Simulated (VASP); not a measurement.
Input of a VASP 6.6.1 run:

The input INCAR:

```
ALGO = Normal ; EDIFF = 1E-6
ENCUT = 520 ; GGA = PS
ISIF = 2 ; ISMEAR = 0
LASPH = True ; LCHARG = True
LELF = True ; LREAL = False
LVHAR = True ; LWAVE = False
NBANDS = 14 ; NELM = 100
PREC = Accurate ; SIGMA = 0.15
```

File KPOINTS:

```
k-points
0
Gamma
  18 18 10
```

File POSCAR:

```
Re
1.0
    2.7731227596      0.0000000000      0.0000000000
   -1.3865613798      2.4015947577      0.0000000000
    0.0000000000      0.0000000000      4.4801695417
Re
2
Direct
    0.3333333333      0.6666666667      0.2187843934
    0.6666666667      0.3333333333      0.7812156066
```

Potentials or basis: VASP PAW PBE potentials, release 64 (Re).

Command:

```bash
$ cat potpaw_PBE.64/Re/POTCAR > POTCAR
$ mpirun -np 1 vasp_std > vasp.out
```

Question: Estimate the pressure.

Answer: 3.6 GPa.

Question: Predict the largest force.

Answer: 3.035 eV/Å.

Stress tensor (GPa, compression positive):
```
 0.06  0.00  0.00
 0.00  0.06  0.00
 0.00  0.00 10.53
```

Caveat: the PAW data sets were made with another functional, which shifts forces and pressure a little.
